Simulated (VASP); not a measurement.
# Cr (Fm-3m) in VASP: further runs, part 2 of 2

VASP 6.6.1. Earlier steps stand in the parts before.

**4. Single point, LDA (volume scaled by 0.88)**

The input, INCAR:

```
SYSTEM = Cr
PREC     = Accurate       ! precision mode
ENCUT    = 500            ! plane-wave cutoff, eV
EDIFF    = 1E-6           ! SCF threshold, eV
ISMEAR   = -1             ! smearing method
SIGMA    = 0.1            ! smearing width, eV
LREAL    = .FALSE.        ! projectors in reciprocal space
LASPH    = .TRUE.         ! aspherical terms in the spheres
NELM     = 120            ! most SCF steps
ALGO     = Normal         ! electronic algorithm
ISIF     = 2              ! what is computed and relaxed
LWAVE    = .FALSE.        ! write WAVECAR
LCHARG   = .FALSE.        ! write CHGCAR
GGA      = CA             ! functional
NBANDS   = 12             ! bands
GGA_COMPAT= .FALSE.
```

The input, KPOINTS:

```
regular mesh
0
G
  25 25 25
  0 0 0
```

The input, POSCAR:

```
Cr
1.0
    0.0000000000      1.6987168587      1.6987168587
    1.6987168587      0.0000000000      1.6987168587
    1.6987168587      1.6987168587      0.0000000000
Cr
1
Direct
    0.0000000000      0.0000000000      0.0000000000
```

Potentials or basis: VASP PAW LDA potentials, release 64 (Cr_pv).

On the command line:

```sh
> cat potpaw_LDA.64/Cr_pv/POTCAR > POTCAR
> mpirun -np 1 vasp_std > vasp.out
```

OUTCAR:

```text
SYSTEM = Cr
   PREC = Accurate
   ENCUT = 500
   EDIFF = 1E-6
   ISMEAR = -1
   LREAL = .FALSE.
   LASPH = .TRUE.
   NELM = 120
   ISIF = 2
   GGA = CA

 ion  position               nearest neighbor table
   1  0.000  0.000  0.000-

  LATTYP: Found a face centered cubic cell.
 ALAT       =     3.3974337174

  Lattice vectors:

 A1 = (   0.0000000000,   1.6987168587,   1.6987168587)
 A2 = (   1.6987168587,   0.0000000000,   1.6987168587)
 A3 = (   1.6987168587,   1.6987168587,   0.0000000000)

Analysis of symmetry for initial positions (statically):
=====================================================================
 Subroutine PRICEL returns:
 Original cell was already a primitive cell.

 Routine SETGRP: Setting up the symmetry group for a
 face centered cubic supercell.

 Subroutine GETGRP returns: Found 48 space group operations
 (whereof 48 operations were pure point group operations)
 out of a pool of 48 trial point group operations.

The static configuration has the point symmetry O_h .

Analysis of symmetry for dynamics (positions and initial velocities):
=====================================================================
 Subroutine PRICEL returns:
 Original cell was already a primitive cell.

 Routine SETGRP: Setting up the symmetry group for a
 face centered cubic supercell.

 Subroutine GETGRP returns: Found 48 space group operations
 (whereof 48 operations were pure point group operations)
 out of a pool of 48 trial point group operations.

The dynamic configuration has the point symmetry O_h .

 Subroutine INISYM returns: Found 48 space group operations
 (whereof 48 operations are pure point group operations),
 and found     1 'primitive' translations

----------------------------------------------------------------------------------------

                                     Primitive cell

  volume of cell :       9.8038

  direct lattice vectors                    reciprocal lattice vectors
     0.000000000  1.698716859  1.698716859    -0.294339812  0.294339812  0.294339812
     1.698716859  0.000000000  1.698716859     0.294339812 -0.294339812  0.294339812
     1.698716859  1.698716859  0.000000000     0.294339812  0.294339812 -0.294339812

  length of vectors
     2.402348420  2.402348420  2.402348420     0.509811508  0.509811508  0.509811508

  position of ions in fractional coordinates (direct lattice)
     0.000000000  0.000000000  0.000000000

  ion indices of the primitive-cell ions
   primitive index   ion index
                 1           1

----------------------------------------------------------------------------------------

 KPOINTS: regular mesh

Automatic generation of k-mesh.
 Grid dimensions read from file:
 generate k-points for:   25   25   25

 Generating k-lattice:

  Cartesian coordinates                     Fractional coordinates (reciprocal lattice)
    -0.011773592  0.011773592  0.011773592     0.040000000  0.000000000  0.000000000
     0.011773592 -0.011773592  0.011773592     0.000000000  0.040000000  0.000000000
     0.011773592  0.011773592 -0.011773592     0.000000000  0.000000000  0.040000000

  Length of vectors
     0.020392460  0.020392460  0.020392460

  Shift w.r.t. Gamma in fractional coordinates (k-lattice)
     0.000000000  0.000000000  0.000000000

 Subroutine IBZKPT returns following result:
 ===========================================

 Found    455 irreducible k-points:

 Following reciprocal coordinates:
            Coordinates               Weight
  0.000000  0.000000  0.000000      1.000000
  0.040000  0.000000  0.000000      8.000000
  0.080000  0.000000  0.000000      8.000000
  0.120000  0.000000  0.000000      8.000000
  0.160000  0.000000  0.000000      8.000000
  0.200000  0.000000  0.000000      8.000000
[... 16 lines left out ...]
  0.400000  0.040000  0.000000     24.000000
  0.440000  0.040000  0.000000     24.000000
 [... further k-points ...]
   k-points           NKPTS =    455   k-points in BZ     NKDIM =    455   number of bands    NBANDS=     12
   number of dos      NEDOS =    301   number of ions     NIONS =      1
   total plane-waves  NPLWV =   5832
   dimension x,y,z NGX =    18 NGY =   18 NGZ =   18
   dimension x,y,z NGXF=    36 NGYF=   36 NGZF=   36
   ions per type =               1
   NGX,Y,Z   is equivalent  to a cutoff of  12.46, 12.46, 12.46 a.u.
   NGXF,Y,Z  is equivalent  to a cutoff of  24.91, 24.91, 24.91 a.u.
 SYSTEM =  Cr
   PREC   = accura    normal or accurate (medium, high low for compatibility)
   ISTART =      0    job   : 0-new  1-cont  2-samecut
   ICHARG =      2    charge: 1-file 2-atom 10-const
   ISPIN  =      1    spin polarized calculation?
   LNONCOLLINEAR =      F non collinear calculations
   LSORBIT =      F    spin-orbit coupling
   LASPH  =      T    aspherical Exc in radial PAW
   ENCUT  =  500.0 eV  36.75 Ry    6.06 a.u.   4.38  4.38  4.38*2*pi/ulx,y,z
   NELM   =    120;   NELMIN=  2; NELMDL= -5     # of ELM steps
   EDIFF  = 0.1E-05   stopping-criterion for ELM
   LREAL  =      F    real-space projection
   EDIFFG = 0.1E-04   stopping-criterion for IOM
   NSW    =      0    number of steps for IOM
   IBRION =     -1    ionic relax: 0-MD 1-quasi-New 2-CG
   NFREE  =      0    steps in history (QN), initial steepest desc. (CG)
   ISIF   =      2    stress and relaxation
   ISYM   =      2    0-nonsym 1-usesym 2-fastsym
   POTIM  = 0.5000    time-step for ionic-motion
   TEBEG  =    0.0;   TEEND  =   0.0 temperature during run
   PSTRESS=    0.0 pullay stress
   NELECT =      12.0000    total number of electrons
   NUPDOWN=      -1.0000    fix difference up-down
   EMIN   =  10.00;   EMAX   =-10.00  energy-range for DOS
   EFERMI =   0.00;   METHOD = LEGACY
   ISMEAR =    -1;   SIGMA  =   0.10  broadening in eV -4-tet -1-fermi 0-gaus
   EFERMI_NEDOS =   21; number of points for ismear=-14 and -15
   IALGO  =     38    algorithm
   IMIX   =      4    mixing-type and parameters
     AMIX     =   0.40;   BMIX     =  1.00
     AMIX_MAG =   1.60;   BMIX_MAG =  1.00
  volume/ion in A,a.u.               =       9.80        66.16
  Fermi-wavevector in a.u.,A,eV,Ry     =   1.751207  3.309302 41.725359  3.066727
  Thomas-Fermi vector in A             =   2.821777
   LORBIT       =      0    0 simple, 1 ext, 2 COOP (PROOUT), +10 PAW based schemes
   GGA     = CA    functional components
   LHFCALC =     F    Hartree Fock is set to
   AEXX    =    0.0000 exact exchange contribution
   IVDW    =     0    specifies the selected vdW correction
   LEPSILON=     F    determine dielectric tensor
   LRPA    =     F    only Hartree local field effects (RPA)
 non-spin polarized calculation
  energy-cutoff  :      500.00
  volume of cell :        9.80
 maximum number of plane-waves:       263
 NGX is ok and might be reduce to    18
   NGX =  9   NGY =  9   NGZ =  9

 number of electron      12.0000010 magnetization

 Free energy of the ion-electron system (eV)
  ---------------------------------------------------
  ext. energy  EPLUGINS =         0.00000000
  ---------------------------------------------------
  free energy    TOTEN  =       -10.06967523 eV

  energy without entropy =      -10.02363623  energy(sigma->0) =      -10.04665573

 E-fermi :  13.0276     XC(G=0): -14.9706

 val. band max:       13.0255795039   @ k =   0.4800   0.1200   0.0400
 cond. band min:      13.0284377140   @ k =   0.3600   0.1200   0.0000
 fundamental gap:      0.0028582101
 Fermi energy:        13.0276300837

 k-point     1 :       0.0000    0.0000    0.0000
  band No.  band energies     occupation
      1     -28.5490      2.00000
      2     -28.5490      2.00000
      3     -28.5490      2.00000
      4       5.0457      2.00000
      5      12.4052      1.99605
      6      12.4052      1.99605
      7      12.4052      1.99605
      8      14.6810      0.00000
      9      14.6810      0.00000
     10      19.0535      0.00000
     11      34.0513      0.00000
     12      40.8304      0.00000

 k-point     2 :       0.0400    0.0000    0.0000
  band No.  band energies     occupation
      1     -28.5755      2.00000
      2     -28.5522      2.00000
      3     -28.5522      2.00000
      4       5.1241      2.00000
      5      12.3633      1.99740
      6      12.4340      1.99473
      7      12.4340      1.99473
      8      14.6629      0.00000
      9      14.6629      0.00000
     10      19.0535      0.00000
     11      34.1218      0.00000
     12      40.1933      0.00000
[... 316 lines left out ...]
 k-point    24 :       0.4400    0.0400    0.0000
  band No.  band energies     occupation
      1     -30.0468      2.00000
      2     -28.7460      2.00000
      3     -28.7431      2.00000
      4       8.3671      2.00000
      5      12.1802      1.99958
      6      12.3274      1.99818
      7      13.7229      0.00191
      8      16.2168      0.00000
      9      16.2809      0.00000
     10      19.0530      0.00000
     11      25.8459      0.00000
     12      33.3095      0.00000

 [... further k-points ...]
[... 5 lines left out ...]
  --------------------------------------------------------------------------------------
  -------------------------------------------------------------------------------------
  Total        2.7962691      2.7962691      2.7962691      0.0000000      0.0000000      0.0000000
  in kB      456.9793298    456.9793298    456.9793298      0.0000000      0.0000000      0.0000000
  external PRESSURE =     456.9793298 kB  Pullay stress =       0.0000000 kB

 VOLUME and BASIS-vectors are now :
 -----------------------------------------------------------------------------
  energy-cutoff  :      500.00
  volume of cell :        9.80
      direct lattice vectors                 reciprocal lattice vectors
     0.000000000  1.698716859  1.698716859    -0.294339812  0.294339812  0.294339812
     1.698716859  0.000000000  1.698716859     0.294339812 -0.294339812  0.294339812
     1.698716859  1.698716859  0.000000000     0.294339812  0.294339812 -0.294339812

 POSITION                                       TOTAL-FORCE (eV/Angst)
 -----------------------------------------------------------------------------------
      0.00000      0.00000      0.00000         0.000000      0.000000      0.000000
 -----------------------------------------------------------------------------------
    total drift:                                0.000000     -0.000000     -0.000000

  FREE ENERGIE OF THE ION-ELECTRON SYSTEM (eV)
  ---------------------------------------------------
  free  energy   TOTEN  =       -10.0696752310 eV

  energy  without entropy=      -10.0236362262  energy(sigma->0) =      -10.04665573
```

It took 40 s on 1 thread of Intel Xeon Platinum 8259CL at 2.50GHz (Skylake/Cascade Lake), shared host; peak memory 0.15 GiB.

What came out:

```yaml
Free_energy: -10.0697 eV
Pressure: 45.7 GPa
Band_gap_on_the_k_mesh: zero (band 6 reaches 16.24 eV, above the bottom of band 7 at 12.41 eV)
```

Caveat: the run has no spin polarisation, though such a crystal can be magnetic.

**5. Single point, LDA**

The input, INCAR:

```
SYSTEM = Cr
PREC = Accurate ; ENCUT = 500
EDIFF = 1E-6 ; ISMEAR = -1
SIGMA = 0.1 ; LREAL = .FALSE.
LASPH = .TRUE. ; NELM = 120
ALGO = Normal ; ISIF = 2
LWAVE = .FALSE. ; LCHARG = .FALSE.
NBANDS = 12 ; GGA_COMPAT = .FALSE.
```

The input, KPOINTS:

```
Automatic mesh
0
G
  25 25 25
  0 0 0
```

The input, POSCAR:

```
Cr
1.0
    0.0000000000      1.7726654200      1.7726654200
    1.7726654200      0.0000000000      1.7726654200
    1.7726654200      1.7726654200      0.0000000000
Cr
1
Direct
    0.0000000000      0.0000000000      0.0000000000
```

On the command line:

```sh
> cat potpaw_LDA.64/Cr_pv/POTCAR > POTCAR
> mpirun -np 1 vasp_std > vasp.out
```

It took 38 s on 1 thread of Intel Xeon Platinum 8259CL at 2.50GHz (Skylake/Cascade Lake), shared host; peak memory 0.16 GiB.

Results (log left out):

* Free energy: -10.2428 eV
* Pressure: 0.0 GPa
* Band gap on the k mesh: zero (band 6 reaches 13.74 eV, above the bottom of band 7 at 10.56 eV)

Levels at points of the mesh, in eV from the Fermi level:
```tsv
k point	band 3	band 4	band 5	band 6	band 7	band 8	band 9	band 10
(0.00, 0.00, 0.00)	-41.85	-7.64	-0.49	-0.49	-0.49	1.40	1.40	5.84
```

Caveat: the run has no spin polarisation, though such a crystal can be magnetic.

**6. Summary**

| task | cell | k mesh | gap on the mesh (eV) | pressure (GPa) |
| --- | --- | --- | --- | --- |
| single point | a = 2.507 Å, angles 60.0°, 1 atom | 15 × 15 × 15 | none | -0.1 |
| relaxation of cell and atoms | relaxed from a = 2.569 Å, angles 60.0°, 1 atom | 15 × 15 × 15 | none | -0.1 |
| single point | a = 2.402 Å, angles 60.0°, 1 atom | 25 × 25 × 25 | none | 45.7 |
| single point | a = 2.507 Å, angles 60.0°, 1 atom | 25 × 25 × 25 | none | 0.0 |

Alike in all rows: level LDA; potentials or basis VASP PAW LDA potentials, release 64 (Cr_pv); no spin polarisation; cutoff (eV) 500; smearing fermi-dirac 0.1 eV.

Caveats: the run has no spin polarisation, though such a crystal can be magnetic.

Absolute energies hang on the potentials; compare differences alone.
